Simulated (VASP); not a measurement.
# Al2O3 (R-3c) in VASP: notebook

Al2O3 is run at these levels: LDA; tasks: single point, relaxation of cell and atoms.

Everything below comes from runs of VASP 6.6.1. Logs are shortened: lines on timing, memory, paths and dates and some standing lists are left out, and cuts for length are marked.

## (1) The cell of the first run

It takes space group R-3c (No. 167, trigonal). The conventional cell has a = 4.729 Å, b = 4.729 Å, c = 12.892 Å, α = 90.00°, β = 90.00°, γ = 120.00°. Within 2.4 Å of Al (site symmetry 3) lie 6 O at 1.84 to 1.96 Å. O (site symmetry 2) has 4 Al at 1.84 to 1.96 Å within 2.4 Å.

## (2) Single point, LDA

File INCAR:

```
PREC = Accurate
ENCUT = 520
EDIFF = 1E-7
ISMEAR = 0
SIGMA = 0.02
LREAL = F
LASPH = T
NELM = 60
ALGO = Normal
ISIF = 2
LWAVE = F
LCHARG = F
GGA = CA
NBANDS = 35
```

File KPOINTS:

```
Automatic mesh
0
Gamma
  6 6 6
```

File POSCAR:

```
Al2O3
1.0
    2.3646158285      1.3652115851      4.2972708834
   -2.3646158285      1.3652115851      4.2972708834
    0.0000000000     -2.7304231703      4.2972708834
Al O
4 6
Direct
    0.3520257993      0.3520257993      0.3520257993
    0.1479742007      0.1479742007      0.1479742007
    0.6479742007      0.6479742007      0.6479742007
    0.8520257993      0.8520257993      0.8520257993
    0.5558582012      0.9441417988      0.2500000000
    0.2500000000      0.5558582012      0.9441417988
    0.9441417988      0.2500000000      0.5558582012
    0.4441417988      0.0558582012      0.7500000000
    0.7500000000      0.4441417988      0.0558582012
    0.0558582012      0.7500000000      0.4441417988
```

Potentials or basis: VASP PAW LDA potentials, release 64 (Al, O).

Command:

```console
> cat potpaw_LDA.64/Al/POTCAR potpaw_LDA.64/O/POTCAR > POTCAR
> mpirun -np 1 vasp_std > vasp.out
```

OUTCAR:

```text
PREC = Accurate
   ENCUT = 520
   EDIFF = 1E-7
   ISMEAR = 0
   LREAL = F
   LASPH = T
   NELM = 60
   ISIF = 2
   GGA = CA

 ion  position               nearest neighbor table
   1  0.352  0.352  0.352-  10 1.84   9 1.84   8 1.84   5 1.96   7 1.96   6 1.96   2 2.63   3 2.77
                             3 2.77   3 2.77   2 3.20   2 3.20   2 3.20
   2  0.148  0.148  0.148-   9 1.84  10 1.84   8 1.84   5 1.96   6 1.96   7 1.96   1 2.63   4 2.77
                             4 2.77   4 2.77   1 3.20   1 3.20   1 3.20
   3  0.648  0.648  0.648-   7 1.84   6 1.84   5 1.84   8 1.96  10 1.96   9 1.96   4 2.63   1 2.77
                             1 2.77   1 2.77   4 3.20   4 3.20   4 3.20
   4  0.852  0.852  0.852-   6 1.84   7 1.84   5 1.84   8 1.96   9 1.96  10 1.96   3 2.63   2 2.77
                             2 2.77   2 2.77   3 3.20   3 3.20   3 3.20
   5  0.556  0.944  0.250-   3 1.84   4 1.84   1 1.96   2 1.96
   6  0.250  0.556  0.944-   4 1.84   3 1.84   2 1.96   1 1.96
   7  0.944  0.250  0.556-   3 1.84   4 1.84   1 1.96   2 1.96
   8  0.444  0.056  0.750-   1 1.84   2 1.84   3 1.96   4 1.96
   9  0.750  0.444  0.056-   2 1.84   1 1.84   4 1.96   3 1.96
  10  0.056  0.750  0.444-   1 1.84   2 1.84   3 1.96   4 1.96

  LATTYP: Found a trigonal (rhomboedric) cell.
 ALAT       =     5.0913404653
 COS(alpha) =     0.5685932852

  Lattice vectors:

 A1 = (   2.3646158285,   1.3652115851,   4.2972708834)
 A2 = (  -2.3646158285,   1.3652115851,   4.2972708834)
 A3 = (   0.0000000000,  -2.7304231703,   4.2972708834)

Analysis of symmetry for initial positions (statically):
=====================================================================
 Subroutine PRICEL returns:
 Original cell was already a primitive cell.

 Routine SETGRP: Setting up the symmetry group for a
 trigonal (rhombohedral) supercell.

 Subroutine GETGRP returns: Found 12 space group operations
 (whereof  6 operations were pure point group operations)
 out of a pool of 12 trial point group operations.

The static configuration has the point symmetry S_6 .
 The point group associated with its full space group is D_3d.

Analysis of symmetry for dynamics (positions and initial velocities):
=====================================================================
 Subroutine PRICEL returns:
 Original cell was already a primitive cell.

 Routine SETGRP: Setting up the symmetry group for a
 trigonal (rhombohedral) supercell.

 Subroutine GETGRP returns: Found 12 space group operations
 (whereof  6 operations were pure point group operations)
 out of a pool of 12 trial point group operations.

The dynamic configuration has the point symmetry S_6 .
 The point group associated with its full space group is D_3d.

 Subroutine INISYM returns: Found 12 space group operations
 (whereof  6 operations are pure point group operations),
 and found     1 'primitive' translations

----------------------------------------------------------------------------------------

                                     Primitive cell

  volume of cell :      83.2347

  direct lattice vectors                    reciprocal lattice vectors
     2.364615828  1.365211585  4.297270883     0.211450839  0.122081199  0.077568611
    -2.364615828  1.365211585  4.297270883    -0.211450839  0.122081199  0.077568611
     0.000000000 -2.730423170  4.297270883     0.000000000 -0.244162397  0.077568611

  length of vectors
     5.091340465  5.091340465  5.091340465     0.256187755  0.256187755  0.256187755

  position of ions in fractional coordinates (direct lattice)
     0.352025799  0.352025799  0.352025799
     0.147974201  0.147974201  0.147974201
     0.647974201  0.647974201  0.647974201
     0.852025799  0.852025799  0.852025799
     0.555858201  0.944141799  0.250000000
     0.250000000  0.555858201  0.944141799
     0.944141799  0.250000000  0.555858201
     0.444141799  0.055858201  0.750000000
     0.750000000  0.444141799  0.055858201
     0.055858201  0.750000000  0.444141799

  ion indices of the primitive-cell ions
   primitive index   ion index
                 1           1
                 2           2
                 3           3
                 4           4
                 5           5
                 6           6
                 7           7
                 8           8
                 9           9
                10          10

----------------------------------------------------------------------------------------

 KPOINTS: Automatic mesh

Automatic generation of k-mesh.
 Grid dimensions read from file:
 generate k-points for:    6    6    6

 Generating k-lattice:

  Cartesian coordinates                     Fractional coordinates (reciprocal lattice)
     0.035241806  0.020346866  0.012928102     0.166666667  0.000000000 -0.000000000
    -0.035241806  0.020346866  0.012928102     0.000000000  0.166666667 -0.000000000
     0.000000000 -0.040693733  0.012928102    -0.000000000 -0.000000000  0.166666667

  Length of vectors
     0.042697959  0.042697959  0.042697959

  Shift w.r.t. Gamma in fractional coordinates (k-lattice)
     0.000000000  0.000000000  0.000000000

 Subroutine IBZKPT returns following result:
 ===========================================

 Found     32 irreducible k-points:

 Following reciprocal coordinates:
            Coordinates               Weight
  0.000000  0.000000  0.000000      1.000000
  0.166667  0.000000  0.000000      6.000000
  0.333333  0.000000  0.000000      6.000000
  0.500000  0.000000  0.000000      3.000000
  0.166667  0.166667  0.000000      6.000000
  0.333333  0.166667  0.000000     12.000000
[... 16 lines left out ...]
  0.500000  0.500000  0.166667      6.000000
 -0.333333  0.500000  0.166667     12.000000
 [... further k-points ...]
   k-points           NKPTS =     32   k-points in BZ     NKDIM =     32   number of bands    NBANDS=     35
   number of dos      NEDOS =    301   number of ions     NIONS =     10
   total plane-waves  NPLWV =  64000
   dimension x,y,z NGX =    40 NGY =   40 NGZ =   40
   dimension x,y,z NGXF=    80 NGYF=   80 NGZF=   80
   ions per type =               4   6
   NGX,Y,Z   is equivalent  to a cutoff of  13.06, 13.06, 13.06 a.u.
   NGXF,Y,Z  is equivalent  to a cutoff of  26.12, 26.12, 26.12 a.u.
 SYSTEM =  unknown system
   PREC   = accura    normal or accurate (medium, high low for compatibility)
   ISTART =      0    job   : 0-new  1-cont  2-samecut
   ICHARG =      2    charge: 1-file 2-atom 10-const
   ISPIN  =      1    spin polarized calculation?
   LNONCOLLINEAR =      F non collinear calculations
   LSORBIT =      F    spin-orbit coupling
   LASPH  =      T    aspherical Exc in radial PAW
   ENCUT  =  520.0 eV  38.22 Ry    6.18 a.u.   9.47  9.47  9.47*2*pi/ulx,y,z
   NELM   =     60;   NELMIN=  2; NELMDL= -5     # of ELM steps
   EDIFF  = 0.1E-06   stopping-criterion for ELM
   LREAL  =      F    real-space projection
   EDIFFG = 0.1E-05   stopping-criterion for IOM
   NSW    =      0    number of steps for IOM
   IBRION =     -1    ionic relax: 0-MD 1-quasi-New 2-CG
   NFREE  =      0    steps in history (QN), initial steepest desc. (CG)
   ISIF   =      2    stress and relaxation
   ISYM   =      2    0-nonsym 1-usesym 2-fastsym
   POTIM  = 0.5000    time-step for ionic-motion
   TEBEG  =    0.0;   TEEND  =   0.0 temperature during run
   PSTRESS=    0.0 pullay stress
   NELECT =      48.0000    total number of electrons
   NUPDOWN=      -1.0000    fix difference up-down
   EMIN   =  10.00;   EMAX   =-10.00  energy-range for DOS
   EFERMI =   0.00;   METHOD = LEGACY
   ISMEAR =     0;   SIGMA  =   0.02  broadening in eV -4-tet -1-fermi 0-gaus
   EFERMI_NEDOS =   21; number of points for ismear=-14 and -15
   IALGO  =     38    algorithm
   IMIX   =      4    mixing-type and parameters
     AMIX     =   0.40;   BMIX     =  1.00
     AMIX_MAG =   1.60;   BMIX_MAG =  1.00
  volume/ion in A,a.u.               =       8.32        56.17
  Fermi-wavevector in a.u.,A,eV,Ry     =   1.362659  2.575051 25.263821  1.856838
  Thomas-Fermi vector in A             =   2.489129
   LORBIT       =      0    0 simple, 1 ext, 2 COOP (PROOUT), +10 PAW based schemes
   GGA     = CA    functional components
   LHFCALC =     F    Hartree Fock is set to
   AEXX    =    0.0000 exact exchange contribution
   IVDW    =     0    specifies the selected vdW correction
   LEPSILON=     F    determine dielectric tensor
   LRPA    =     F    only Hartree local field effects (RPA)
 non-spin polarized calculation
 Gauss-broadening in eV      SIGMA  =   0.02
  energy-cutoff  :      520.00
  volume of cell :       83.23
 maximum number of plane-waves:      2259
 NGX is ok and might be reduce to    40
   NGX = 19   NGY = 19   NGZ = 19

 number of electron      48.0000010 magnetization

 Free energy of the ion-electron system (eV)
  ---------------------------------------------------
  ext. energy  EPLUGINS =         0.00000000
  ---------------------------------------------------
  free energy    TOTEN  =       -83.10348652 eV

  energy without entropy =      -83.10348652  energy(sigma->0) =      -83.10348652

 E-fermi :   6.1482     XC(G=0): -12.2687

 val. band max:        6.0671500203   @ k =   0.0000   0.0000   0.0000
 cond. band min:      12.5068183892   @ k =   0.0000   0.0000   0.0000
 fundamental gap:      6.4396683689
 Fermi energy:         6.1482382087

 k-point     1 :       0.0000    0.0000    0.0000
  band No.  band energies     occupation
      1     -13.1213      2.00000
      2     -10.6031      2.00000
      3     -10.2972      2.00000
      4     -10.2972      2.00000
      5      -9.9551      2.00000
      6      -9.9551      2.00000
[... 27 lines left out ...]
     34      19.8184      0.00000
     35      20.6504      0.00000
[... 843 lines left out ...]
      5     -10.1593      2.00000
      6      -9.9300      2.00000
[... 27 lines left out ...]
     34      19.3814      0.00000
     35      19.5783      0.00000

 [... further k-points ...]

------------------------ aborting loop because EDIFF is reached ----------------------------------------

  FORCE on cell =-STRESS in cart. coord.  units (eV):
  Direction    XX          YY          ZZ          XY          YZ          ZX
  --------------------------------------------------------------------------------------
  -------------------------------------------------------------------------------------
  Total        0.4839116      0.4839116      0.3653020      0.0000000     -0.0000000      0.0000000
  in kB        9.3147689      9.3147689      7.0316632      0.0000000     -0.0000000      0.0000000
  external PRESSURE =       8.5537336 kB  Pullay stress =       0.0000000 kB

 VOLUME and BASIS-vectors are now :
 -----------------------------------------------------------------------------
  energy-cutoff  :      520.00
  volume of cell :       83.23
      direct lattice vectors                 reciprocal lattice vectors
     2.364615828  1.365211585  4.297270883     0.211450839  0.122081199  0.077568611
    -2.364615828  1.365211585  4.297270883    -0.211450839  0.122081199  0.077568611
     0.000000000 -2.730423170  4.297270883     0.000000000 -0.244162397  0.077568611

 POSITION                                       TOTAL-FORCE (eV/Angst)
 -----------------------------------------------------------------------------------
      0.00000     -0.00000      4.53825        -0.000000      0.000000     -0.012199
      0.00000     -0.00000      1.90766        -0.000000     -0.000000      0.012199
      0.00000     -0.00000      8.35356        -0.000000     -0.000000      0.012199
      0.00000     -0.00000     10.98416        -0.000000      0.000000     -0.012199
     -0.91814      1.36521      7.52022        -0.008746      0.000000     -0.000000
     -0.72324     -1.47774      7.52022         0.004373     -0.007574     -0.000000
      1.64138      0.11253      7.52022         0.004373      0.007574     -0.000000
      0.91814     -1.36521      5.37159         0.008746      0.000000     -0.000000
      0.72324      1.47774      5.37159        -0.004373      0.007574     -0.000000
     -1.64138     -0.11253      5.37159        -0.004373     -0.007574     -0.000000
 -----------------------------------------------------------------------------------
    total drift:                               -0.000000      0.000000     -0.000000

  FREE ENERGIE OF THE ION-ELECTRON SYSTEM (eV)
  ---------------------------------------------------
  free  energy   TOTEN  =       -83.1034865246 eV

  energy  without entropy=      -83.1034865246  energy(sigma->0) =      -83.10348652
```

It took 1.7 min on 1 thread of Intel Xeon Platinum 8259CL at 2.50GHz (Skylake/Cascade Lake), shared host; peak memory 0.22 GiB.

Results:

| Property | Result |
| --- | --- |
| Free energy | -83.1035 eV |
| Pressure | 0.9 GPa |
| Largest force | 0.012 eV/Å |
| Band gap on the k mesh | 6.44 eV |

Forces on the atoms (eV/Å):
```
Al   0.000  0.000 -0.012
Al   0.000  0.000  0.012
Al   0.000  0.000  0.012
Al   0.000  0.000 -0.012
O   -0.009  0.000  0.000
O    0.004 -0.008  0.000
O    0.004  0.008  0.000
O    0.009  0.000  0.000
O   -0.004  0.008  0.000
O   -0.004 -0.008  0.000
```

Stress tensor (GPa, compression positive):
```
0.93 0.00 0.00
0.00 0.93 0.00
0.00 0.00 0.70
```

A k mesh can miss the band edges.

(Continued in part 2 of 2.)
